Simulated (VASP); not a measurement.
Wanted: the native input for a VASP 6.6.1 run.

* Task: single point
* Functional: LDA
* Potentials or basis: VASP PAW LDA potentials, release 64 (Fe, O)
* Cutoff: 520 eV
* k mesh: 11 × 11 × 11
* Occupations: fermi-dirac, width 0.05 eV
* Spin: collinear spin, ferromagnetic start
* Starting moments: [3.0, 0.0] μB
* Dipole correction: no
* Further INCAR settings: ALGO = Normal; EDIFF = 1e-06; NBANDS = 18

The structure of FeO lies in POSCAR:

```
FeO
1.0
    1.5486092669      0.8940899771      2.5689933065
   -1.5486092669      0.8940899771      2.5689933065
    0.0000000000     -1.7881799543      2.5689933065
Fe O
1 1
Direct
    0.0000000000      0.0000000000      0.0000000000
    0.5000000000      0.5000000000      0.5000000000
```

The input as run:

INCAR

```
SYSTEM = FeO
  ALGO = Normal
  EDIFF = 1E-6
  ENCUT = 520
  ISIF = 2
  ISMEAR = -1
  ISPIN = 2
  LASPH = .TRUE.
  LCHARG = .FALSE.
  LMAXMIX = 4
  LORBIT = 11
  LREAL = .FALSE.
  LWAVE = .FALSE.
  MAGMOM = 3 0
  NBANDS = 18
  NELM = 150
  PREC = Accurate
  SIGMA = 0.05
```

KPOINTS

```
k-points
0
G
  11 11 11
  0 0 0
```

Potentials or basis: VASP PAW LDA potentials, release 64 (Fe, O).

Run with:

```console
$ cat potpaw_LDA.64/Fe/POTCAR potpaw_LDA.64/O/POTCAR > POTCAR
$ mpirun -np 1 vasp_std > vasp.out
```

Results of the run:

```
Pressure                                              : -24.1 GPa
Band gap on the k mesh                                : zero (filled and empty bands overlap)
Net moment                                            : 4.00 μB per cell
Site moments                                          : Fe +3.58; O +0.31 μB
Valence electrons inside the program's atomic spheres : Fe 6.67; O 4.92
```

Caveat: the cell stands under tension; a cell with one magnetic atom can't hold antiferromagnetic order, which such compounds often take; semilocal functionals often make such compounds metallic where correlation or magnetic order opens a gap, which also shifts bond lengths.

Wall time 2.3 min on 1 thread of Intel Xeon 8259CL (shared host), peak memory 0.2 GiB.
